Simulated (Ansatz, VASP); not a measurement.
One calculation of Ga2SnSe3, two programs

```xyz
6
Lattice="5.1440 0.0000 0.0000 -2.5720 4.4548 0.0000 0.0000 0.0000 8.4904" Properties=species:S:1:pos:R:3 pbc="T T T"
Ga    2.5720    1.4849    4.2452
Ga    0.0000    2.9699    0.0000
Sn    2.5720    1.4849    0.0000
Se    0.0000    0.0000    3.0546
Se    0.0000    0.0000    5.4357
Se    0.0000    0.0000    0.0000
```

Alike in both runs: functional PBE; k mesh 12 × 12 × 6; occupations gaussian, width 0.1 eV; no spin polarisation.

Ansatz relaxed the structure, and its values are those at the end. VASP's run is a single point on that final structure, the one shown.

```csv
,VASP,Ansatz
version,VASP 6.6.1,Ansatz 0.2.0
potentials or method,"VASP PAW PBE potentials, release 64 (Ga_d, Sn_d, Se), cutoff 520 eV","scalar-relativistic, plane waves, PAW"
valence electrons in the cell,58,88
```

Ansatz gave:

```
gap on the k mesh at the Fermi level (eV) : none
pressure (GPa)                            : 0.0
rms of the force components (eV/Å)        : 0.000
```

Q: Which values does VASP return?

A: gap on the k mesh at the Fermi level (eV): none; pressure (GPa): 0.0; rms of the force components (eV/Å): 0.008.

A gap of «none» marks a metal or a gap that the smearing closes. VASP's potentials hold 58 valence electrons a cell and Ansatz's 88, so a difference there can come from the potentials and not from the codes.
